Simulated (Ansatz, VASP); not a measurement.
**One calculation of TePb, two programs**

File INCAR:

```
PREC = Accurate ; ENCUT = 500
EDIFF = 1E-6 ; ISMEAR = 0
SIGMA = 0.05 ; LREAL = F
LASPH = T ; NELM = 120
ALGO = Normal ; ISIF = 2
LWAVE = F ; LCHARG = F
GGA = PE ; NBANDS = 17
GGA_COMPAT = F
```

File KPOINTS:

```
Automatic mesh
0
Gamma
  4 4 4
```

Contents of POSCAR:

```
TePb
1.0
    4.0948817558      0.0000000000      0.0000000000
    0.0000000000      4.0948817558      0.0000000000
    0.0000000000      0.0000000000      4.0948817558
Pb Te
1 1
Direct
    0.0000000000      0.0000000000      0.0000000000
    0.5000000000      0.5000000000      0.5000000000
```

Input for Ansatz:

```yaml
crystal:
  lattice:
    - [4.0948817558, 0.0, 0.0]
    - [0.0, 4.0948817558, 0.0]
    - [0.0, 0.0, 4.0948817558]
  atoms:
    - { symbol: Pb, position: [0.0, 0.0, 0.0] }
    - { symbol: Te, position: [0.5, 0.5, 0.5] }
basis:
  ecutwfc: 420
kpoints:
  mp_grid: { grid: [4, 4, 4] }
hamiltonian:
  xc: pbe
scf:
  occupations: { method: gaussian, width: 0.05 }
output:
  forces: true
  stress: true
  eigenvalues: true
```

Alike in both runs: task single point; functional PBE; k mesh 4 × 4 × 4; occupations gaussian, width 0.05 eV; no spin polarisation.

|  | VASP | Ansatz |
| --- | --- | --- |
| version | VASP 6.6.1 | Ansatz 0.2.0 |
| potentials or method | VASP PAW PBE potentials, release 64 (Pb_d, Te), cutoff 500 eV | scalar-relativistic, plane waves, PAW |
| valence electrons in the cell | 20 | 30 |

```tsv
	VASP	Ansatz	Ansatz less VASP
gap on the k mesh at the Fermi level (eV)	none	none	-
pressure (GPa)	-1.8	-1.7	+0.03
```

A gap of «none» marks a metal or a gap that the smearing closes. VASP's potentials hold 20 valence electrons a cell and Ansatz's 30, so a difference there can come from the potentials and not from the codes.

The k mesh is coarse, so the values compare programs but aren't converged. Neither program's run includes spin-orbit coupling.
